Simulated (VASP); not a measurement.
# AlN (F-43m) in VASP: further runs

Runs on AlN. Level: LDA. Tasks: single point.

All numbers are computed with VASP 6.6.1; they aren't measurements. Logs are shortened: lines on timing, memory, paths and dates and some standing lists are left out, and cuts for length are marked.

## Step 1: The cell of the first run

The structure is cubic, space group F-43m (No. 216). Conventional cell: a = 4.339 Å, b = 4.339 Å, c = 4.339 Å, α = 90.00°, β = 90.00°, γ = 90.00°. Within 2.5 Å of Al (site symmetry -43m) lie 4 N at 1.88 Å. Within 2.5 Å of N (site symmetry -43m) lie 4 Al at 1.88 Å.

## Step 2: Single point, LDA (volume scaled by 0.98)

INCAR

```
SYSTEM = AlN
ALGO = Normal
EDIFF = 1E-7
ENCUT = 520
GGA = CA
ISIF = 2
ISMEAR = -1
LASPH = .TRUE.
LCHARG = .FALSE.
LREAL = .FALSE.
LWAVE = .FALSE.
NBANDS = 11
NELM = 100
PREC = Accurate
SIGMA = 0.05
```

KPOINTS

```
k-points
0
G
  10 10 10
  0 0 0
```

POSCAR

```
AlN
1.0
    0.0000000000      2.1693354430      2.1693354430
    2.1693354430      0.0000000000      2.1693354430
    2.1693354430      2.1693354430      0.0000000000
Al N
1 1
Direct
    0.0000000000      0.0000000000      0.0000000000
    0.2500000000      0.2500000000      0.2500000000
```

Potentials or basis: VASP PAW LDA potentials, release 64 (Al, N).

Launch:

```bash
$ cat potpaw_LDA.64/Al/POTCAR potpaw_LDA.64/N/POTCAR > POTCAR
$ mpirun -np 1 vasp_std > vasp.out
```

OUTCAR:

```text
SYSTEM = AlN
   EDIFF = 1E-7
   ENCUT = 520
   GGA = CA
   ISIF = 2
   ISMEAR = -1
   LASPH = .TRUE.
   LREAL = .FALSE.
   NELM = 100
   PREC = Accurate

 ion  position               nearest neighbor table
   1  0.000  0.000  0.000-   2 1.88   2 1.88   2 1.88   2 1.88
   2  0.250  0.250  0.250-   1 1.88   1 1.88   1 1.88   1 1.88

  LATTYP: Found a face centered cubic cell.
 ALAT       =     4.3386708860

  Lattice vectors:

 A1 = (   0.0000000000,   2.1693354430,   2.1693354430)
 A2 = (   2.1693354430,   0.0000000000,   2.1693354430)
 A3 = (   2.1693354430,   2.1693354430,   0.0000000000)

Analysis of symmetry for initial positions (statically):
=====================================================================
 Subroutine PRICEL returns:
 Original cell was already a primitive cell.

 Routine SETGRP: Setting up the symmetry group for a
 face centered cubic supercell.

 Subroutine GETGRP returns: Found 24 space group operations
 (whereof 24 operations were pure point group operations)
 out of a pool of 48 trial point group operations.

The static configuration has the point symmetry T_d .

Analysis of symmetry for dynamics (positions and initial velocities):
=====================================================================
 Subroutine PRICEL returns:
 Original cell was already a primitive cell.

 Routine SETGRP: Setting up the symmetry group for a
 face centered cubic supercell.

 Subroutine GETGRP returns: Found 24 space group operations
 (whereof 24 operations were pure point group operations)
 out of a pool of 48 trial point group operations.

The dynamic configuration has the point symmetry T_d .

 Subroutine INISYM returns: Found 24 space group operations
 (whereof 24 operations are pure point group operations),
 and found     1 'primitive' translations

----------------------------------------------------------------------------------------

                                     Primitive cell

  volume of cell :      20.4179

  direct lattice vectors                    reciprocal lattice vectors
     0.000000000  2.169335443  2.169335443    -0.230485332  0.230485332  0.230485332
     2.169335443  0.000000000  2.169335443     0.230485332 -0.230485332  0.230485332
     2.169335443  2.169335443  0.000000000     0.230485332  0.230485332 -0.230485332

  length of vectors
     3.067903605  3.067903605  3.067903605     0.399212306  0.399212306  0.399212306

  position of ions in fractional coordinates (direct lattice)
     0.000000000  0.000000000  0.000000000
     0.250000000  0.250000000  0.250000000

[... 84 lines left out ...]
   POTIM  = 0.5000    time-step for ionic-motion
   TEBEG  =    0.0;   TEEND  =   0.0 temperature during run
   PSTRESS=    0.0 pullay stress
   NELECT =       8.0000    total number of electrons
   NUPDOWN=      -1.0000    fix difference up-down
   EMIN   =  10.00;   EMAX   =-10.00  energy-range for DOS
   EFERMI =   0.00;   METHOD = LEGACY
   ISMEAR =    -1;   SIGMA  =   0.05  broadening in eV -4-tet -1-fermi 0-gaus
   EFERMI_NEDOS =   21; number of points for ismear=-14 and -15
   IALGO  =     38    algorithm
   IMIX   =      4    mixing-type and parameters
     AMIX     =   0.40;   BMIX     =  1.00
     AMIX_MAG =   1.60;   BMIX_MAG =  1.00
  volume/ion in A,a.u.               =      10.21        68.89
  Fermi-wavevector in a.u.,A,eV,Ry     =   1.197939  2.263777 19.525154  1.435058
  Thomas-Fermi vector in A             =   2.333841
   LORBIT       =      0    0 simple, 1 ext, 2 COOP (PROOUT), +10 PAW based schemes
   GGA     = CA    functional components
   LHFCALC =     F    Hartree Fock is set to
   AEXX    =    0.0000 exact exchange contribution
   IVDW    =     0    specifies the selected vdW correction
   LEPSILON=     F    determine dielectric tensor
   LRPA    =     F    only Hartree local field effects (RPA)
 non-spin polarized calculation
  energy-cutoff  :      520.00
  volume of cell :       20.42
 maximum number of plane-waves:       568
   NGX = 11   NGY = 11   NGZ = 11

 number of electron       8.0000000 magnetization

 Free energy of the ion-electron system (eV)
  ---------------------------------------------------
  ext. energy  EPLUGINS =         0.00000000
  ---------------------------------------------------
  free energy    TOTEN  =       -16.37512964 eV

  energy without entropy =      -16.37512963  energy(sigma->0) =      -16.37512963

 E-fermi :   6.9847     XC(G=0): -11.3546

 val. band max:        5.9009369467   @ k =   0.0000   0.0000   0.0000
 cond. band min:       9.1325642565   @ k =   0.5000   0.5000   0.0000
 fundamental gap:      3.2316273098
 Fermi energy:         6.9846943941

 k-point     1 :       0.0000    0.0000    0.0000
  band No.  band energies     occupation
      1      -9.0411      2.00000
      2       5.9009      2.00000
      3       5.9009      2.00000
      4       5.9009      2.00000
      5      10.3169      0.00000
      6      18.4336      0.00000
      7      18.4336      0.00000
      8      18.4336      0.00000
      9      23.5847      0.00000
     10      23.5847      0.00000
     11      25.0088      0.00000
[... 309 lines left out ...]
 k-point    24 :       0.4000    0.3000    0.0000
  band No.  band energies     occupation
      1      -6.9165      2.00000
      2       1.6929      2.00000
      3       4.1560      2.00000
      4       4.4649      2.00000
      5      10.7685      0.00000
      6      15.3698      0.00000
      7      18.2408      0.00000
      8      20.4879      0.00000
      9      21.0057      0.00000
     10      27.2218      0.00000
     11      29.6475      0.00000

 [... further k-points ...]

------------------------ aborting loop because EDIFF is reached ----------------------------------------

  FORCE on cell =-STRESS in cart. coord.  units (eV):
  Direction    XX          YY          ZZ          XY          YZ          ZX
  --------------------------------------------------------------------------------------
  -------------------------------------------------------------------------------------
  Total        0.1486293      0.1486293      0.1486293      0.0000000     -0.0000000      0.0000000
  in kB       11.6628524     11.6628524     11.6628524      0.0000000     -0.0000000      0.0000000
  external PRESSURE =      11.6628524 kB  Pullay stress =       0.0000000 kB

 VOLUME and BASIS-vectors are now :
 -----------------------------------------------------------------------------
  energy-cutoff  :      520.00
  volume of cell :       20.42
      direct lattice vectors                 reciprocal lattice vectors
     0.000000000  2.169335443  2.169335443    -0.230485332  0.230485332  0.230485332
     2.169335443  0.000000000  2.169335443     0.230485332 -0.230485332  0.230485332
     2.169335443  2.169335443  0.000000000     0.230485332  0.230485332 -0.230485332

 POSITION                                       TOTAL-FORCE (eV/Angst)
 -----------------------------------------------------------------------------------
      0.00000      0.00000      0.00000        -0.000000      0.000000     -0.000000
      1.08467      1.08467      1.08467         0.000000     -0.000000      0.000000
 -----------------------------------------------------------------------------------
    total drift:                               -0.000000     -0.000000     -0.000000

  FREE ENERGIE OF THE ION-ELECTRON SYSTEM (eV)
  ---------------------------------------------------
  free  energy   TOTEN  =       -16.3751296350 eV

  energy  without entropy=      -16.3751296350  energy(sigma->0) =      -16.37512963
```

OSZICAR:

```text
N       E                     dE             d eps       ncg     rms          rms(c)
DAV:   1     0.906645434605E+01    0.90665E+01   -0.39079E+03  1050   0.604E+02
DAV:   2    -0.181509017631E+02   -0.27217E+02   -0.25923E+02  1241   0.129E+02
DAV:   3    -0.189447343615E+02   -0.79383E+00   -0.79285E+00  1276   0.204E+01
DAV:   4    -0.189477123388E+02   -0.29780E-02   -0.29778E-02  1151   0.153E+00
DAV:   5    -0.189477365722E+02   -0.24233E-04   -0.24233E-04  1270   0.132E-01    0.876E+00
DAV:   6    -0.164485245302E+02    0.24992E+01   -0.12719E+01  1154   0.175E+01    0.298E+00
DAV:   7    -0.164044987513E+02    0.44026E-01   -0.11180E-01  1199   0.249E+00    0.198E+00
DAV:   8    -0.163757277647E+02    0.28771E-01   -0.31422E-02  1178   0.159E+00    0.405E-01
DAV:   9    -0.163751165516E+02    0.61121E-03   -0.21859E-03  1205   0.283E-01    0.188E-01
DAV:  10    -0.163751336630E+02   -0.17111E-04   -0.12316E-04  1163   0.772E-02    0.579E-02
DAV:  11    -0.163751296701E+02    0.39929E-05   -0.40119E-06  1217   0.163E-02    0.103E-02
DAV:  12    -0.163751296350E+02    0.35079E-07   -0.74647E-08   784   0.208E-03
   1 F= -.16375130E+02 E0= -.16375130E+02  d E =-.184361E-10
```

Run time: 3.4 s. Hardware: 1 thread of Intel Xeon 6975P-C, shared host; peak memory 0.13 GiB.

Results:

```yaml
Free_energy: -16.3751 eV
Pressure: 1.2 GPa
Band_gap_on_the_k_mesh: 3.23 eV, indirect (least direct gap 4.42 eV)
```

Caveat: the cell differs from its parent crystal (volume scaled by 0.98). A k mesh can miss the band edges.

## Step 3: Single point, LDA

This run uses another cell than the first one, of 10.42 Å³/atom, 1.020 times its volume.

INCAR

```
PREC = Accurate
ENCUT = 520
EDIFF = 1E-7
ISMEAR = -1
SIGMA = 0.05
LREAL = F
LASPH = T
NELM = 80
ALGO = Normal
ISIF = 2
LWAVE = F
LCHARG = F
GGA = CA
NBANDS = 11
```

KPOINTS

```
regular mesh
0
Gamma
  10 10 10
```

POSCAR

```
AlN
1.0
    0.0000000000      2.1839935596      2.1839935596
    2.1839935596      0.0000000000      2.1839935596
    2.1839935596      2.1839935596      0.0000000000
Al N
1 1
Direct
    0.0000000000      0.0000000000      0.0000000000
    0.2500000000      0.2500000000      0.2500000000
```

Potentials or basis: VASP PAW LDA potentials, release 64 (Al, N).

Launch:

```bash
$ cat potpaw_LDA.64/Al/POTCAR potpaw_LDA.64/N/POTCAR > POTCAR
$ mpirun -np 1 vasp_std > vasp.out
```

It took 3.4 s on 1 thread of Intel Xeon 6975P-C, shared host; peak memory 0.13 GiB.

Results (log left out):

- Free energy: -16.3729 eV
- Pressure: -3.0 GPa
- Band gap on the k mesh: 3.22 eV, indirect (least direct gap 4.23 eV)

Levels at points of the mesh, in eV from the valence-band top:
| k point | band 2 | band 3 | band 4 | band 5 | band 6 | band 7 |
| --- | --- | --- | --- | --- | --- | --- |
| (0.00, 0.00, 0.00) | 0.00 | 0.00 | 0.00 | 4.23 | 12.33 | 12.33 |
| (0.50, 0.00, 0.00) | -5.91 | -0.49 | -0.49 | 7.27 | 9.77 | 10.96 |
| (0.50, 0.50, 0.00) | -4.96 | -1.79 | -1.79 | 3.22 | 8.41 | 13.75 |

A k mesh can miss the band edges. A hybrid or GW would open this gap; LDA tends to underestimate it.

[end of part 1 of 2]
